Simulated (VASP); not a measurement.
A run of VASP 6.6.1 is set up as follows.

INCAR

```
PREC     = Accurate       # precision mode
ENCUT    = 520            # plane-wave cutoff, eV
EDIFF    = 1E-6           # SCF threshold, eV
ISMEAR   = 0              # smearing method
SIGMA    = 0.05           # smearing width, eV
LREAL    = False          # projectors in reciprocal space
LASPH    = True           # aspherical terms in the spheres
NELM     = 60             # most SCF steps
ALGO     = Normal         # electronic algorithm
ISIF     = 2              # what is computed and relaxed
LWAVE    = False          # write WAVECAR
LCHARG   = False          # write CHGCAR
GGA      = PS             # functional
NBANDS   = 26             # bands
```

The input KPOINTS:

```
regular mesh
0
Gamma
  8 8 6
```

The input POSCAR:

```
ZnSe
1.0
    4.1670000000      0.0000000000      0.0000000000
    0.0000000000      4.1670000000      0.0000000000
    0.0000000000      0.0000000000      4.8652000000
Zn Se
2 2
Direct
    0.0000000000      0.0000000000      0.0000000000
    0.5000000000      0.5000000000      0.0000000000
    0.0000000000      0.5000000000      0.2681677050
    0.5000000000      0.0000000000      0.7318322950
```

Potentials or basis: VASP PAW PBE potentials, release 64 (Zn, Se).

The run is started by

```console
$ cat potpaw_PBE.64/Zn/POTCAR potpaw_PBE.64/Se/POTCAR > POTCAR
$ mpirun -np 1 vasp_std > vasp.out
```

Estimate the largest force.

0.965 eV/Å.

What does it give for the band gap on the k mesh?

0.63 eV, direct.

Stress tensor (GPa, compression positive):
```
2.46 0.00 0.00
0.00 2.46 0.00
0.00 0.00 5.08
```

Caveat: the PAW data sets were made with another functional, which shifts forces and pressure a little. A k mesh can miss the band edges.
